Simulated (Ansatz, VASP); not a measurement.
Given: the input of a run of Ansatz 0.2.0 on HgTe.

The input input.yaml:

```yaml
crystal:
  lattice:
    - [-3.1053358708, 3.1053358708, 1.5899944314]
    - [3.1053358708, -3.1053358708, 1.5899944314]
    - [3.1053358708, 3.1053358708, -1.5899944314]
  atoms:
    - { symbol: Hg, position: [0.75, 0.25, 0.5] }
    - { symbol: Te, position: [0.0, 0.0, 0.0] }
hamiltonian:
  xc: r2scan
  pseudopotentials: { kind: paw }
kpoints:
  mp_grid: { grid: [10, 10, 10] }
scf:
  occupations: { method: fermi_dirac, width: 0.05 }
output:
  forces: true
  stress: true
  eigenvalues: true
```

Potentials or basis: Ansatz PAW.

The run is started by

```bash
$ ansatz run input.yaml --threads 2 --pin off --max-ram 5632MiB --backend cpu --events-out ev --progress --plain --runs-dir out
```

Translate it to VASP 6.6.1. Potentials there: VASP PAW PBE potentials, release 64 (Hg, Te).

As run (the cutoff follows the program's own potentials):

POSCAR

```
HgTe
1.0
   -3.1053358708      3.1053358708      1.5899944314
    3.1053358708     -3.1053358708      1.5899944314
    3.1053358708      3.1053358708     -1.5899944314
Hg Te
1 1
Direct
    0.7500000000      0.2500000000      0.5000000000
    0.0000000000      0.0000000000      0.0000000000
```

Contents of INCAR.step1:

```
PREC = Accurate
ENCUT = 520
ISMEAR = -1
SIGMA = 0.05
LREAL = F
LASPH = T
NELM = 100
NBANDS = 16
GGA = PE
ALGO = Normal
EDIFF = 1E-4
LWAVE = T
LCHARG = F
```

INCAR.step2

```
PREC = Accurate
ENCUT = 520
EDIFF = 1E-7
ISMEAR = -1
SIGMA = 0.05
LREAL = F
LASPH = T
NELM = 100
ALGO = Normal
ISIF = 2
LWAVE = F
LCHARG = T
METAGGA = R2SCAN
LMIXTAU = T
LELF = T
LVHAR = T
NBANDS = 16
ISTART = 1
```

Contents of KPOINTS:

```
Automatic mesh
0
Gamma
  10 10 10
```

Potentials or basis: VASP PAW PBE potentials, release 64 (Hg, Te).

Launch:

```bash
$ cat potpaw_PBE.64/Hg/POTCAR potpaw_PBE.64/Te/POTCAR > POTCAR
$ cp INCAR.step1 INCAR
$ mpirun -np 1 vasp_std > vasp.out
$ cp INCAR.step2 INCAR
$ mpirun -np 1 vasp_std > vasp.out
```

Both were run:

|  | VASP | Ansatz | Ansatz less VASP |
| --- | --- | --- | --- |
| gap on the k mesh at the Fermi level (eV) | none | none | - |
| pressure (GPa) | -3.1 | -3.1 | -0.07 |
| traceless stress, the component that is largest in VASP (GPa) | 2.43 | 2.44 | +0.009 |

VASP's potentials were made for PBE, not for r2SCAN. A gap of «none» marks a metal or a gap that the smearing closes. With one functional, cell and mesh, what is left measures potentials, basis and numerics. VASP's potentials hold 18 valence electrons a cell and Ansatz's 36, so a difference there can come from the potentials and not from the codes.

Spin-orbit coupling is off throughout.
